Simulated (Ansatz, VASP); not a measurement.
**BN in VASP and in Ansatz**

POSCAR

```
BN
1.0
    0.0000000000      1.8048245542      1.8048245542
    1.8048245542      0.0000000000      1.8048245542
    1.8048245542      1.8048245542      0.0000000000
B N
1 1
Direct
    0.0000000000      0.0000000000      0.0000000000
    0.2500000000      0.2500000000      0.2500000000
```

File INCAR.step1:

```
PREC     = Accurate       # precision mode
ENCUT    = 520            # plane-wave cutoff, eV
EDIFF    = 1E-5           # SCF threshold, eV
ISMEAR   = 0              # smearing method
SIGMA    = 0.01           # smearing width, eV
LREAL    = F              # projectors in reciprocal space
LASPH    = T              # aspherical terms in the spheres
NELM     = 80             # most SCF steps
ALGO     = Normal         # electronic algorithm
ISIF     = 2              # what is computed and relaxed
LWAVE    = T              # write WAVECAR
LCHARG   = F              # write CHGCAR
NBANDS   = 11             # bands
GGA      = PE             # functional
```

Contents of INCAR.step2:

```
PREC     = Accurate       # precision mode
ENCUT    = 520            # plane-wave cutoff, eV
EDIFF    = 1E-6           # SCF threshold, eV
ISMEAR   = 0              # smearing method
SIGMA    = 0.01           # smearing width, eV
LREAL    = F              # projectors in reciprocal space
LASPH    = T              # aspherical terms in the spheres
NELM     = 80             # most SCF steps
ALGO     = Normal         # electronic algorithm
ISIF     = 2              # what is computed and relaxed
LWAVE    = F              # write WAVECAR
LCHARG   = F              # write CHGCAR
GGA      = PE             # functional
LHFCALC  = T              # exact exchange
AEXX     = 0.1            # exact-exchange fraction
HFSCREEN = 0.3            # screening, 1/A
PRECFOCK = Normal       
NBANDS   = 11             # bands
ISTART   = 1
```

KPOINTS

```
regular mesh
0
Gamma
  6 6 6
```

Input for Ansatz:

```yaml
crystal:
  lattice:
    - [0.0, 1.8048245542, 1.8048245542]
    - [1.8048245542, 0.0, 1.8048245542]
    - [1.8048245542, 1.8048245542, 0.0]
  atoms:
    - { symbol: B, position: [0.0, 0.0, 0.0] }
    - { symbol: "N", position: [0.25, 0.25, 0.25] }
kpoints:
  mp_grid: { grid: [6, 6, 6] }
hamiltonian:
  xc: { exchange: pbe, correlation: pbe, exx: { coeff: 0.1, omega: 0.3 } }
scf:
  occupations: { method: fixed }
  n_extra_bands: 4
output:
  forces: true
  stress: true
  eigenvalues: true
```

Alike in both runs: task single point; functional PBE-based screened hybrid; k mesh 6 × 6 × 6; no spin polarisation.

|  | VASP | Ansatz |
| --- | --- | --- |
| version | VASP 6.6.1 | Ansatz 0.2.0 |
| potentials or method | VASP PAW PBE potentials, release 64 (B, N) | plane waves |
| plane-wave cutoff (eV) | 520 | 420 |
| occupations | gaussian, width 0.01 eV | fixed |
| valence electrons in the cell | 8 | 8 |

```tsv
	VASP	Ansatz	Ansatz less VASP
gap on the k mesh at the Fermi level (eV)	4.89	4.90	+0.014
pressure (GPa)	1.6	1.2	-0.34
```

VASP's potentials were made for PBE, not for PBE-based screened hybrid. Ansatz's warnings: stress exchange threshold loose, stress scf threshold loose.

The k mesh is coarse, so the values compare programs but aren't converged.
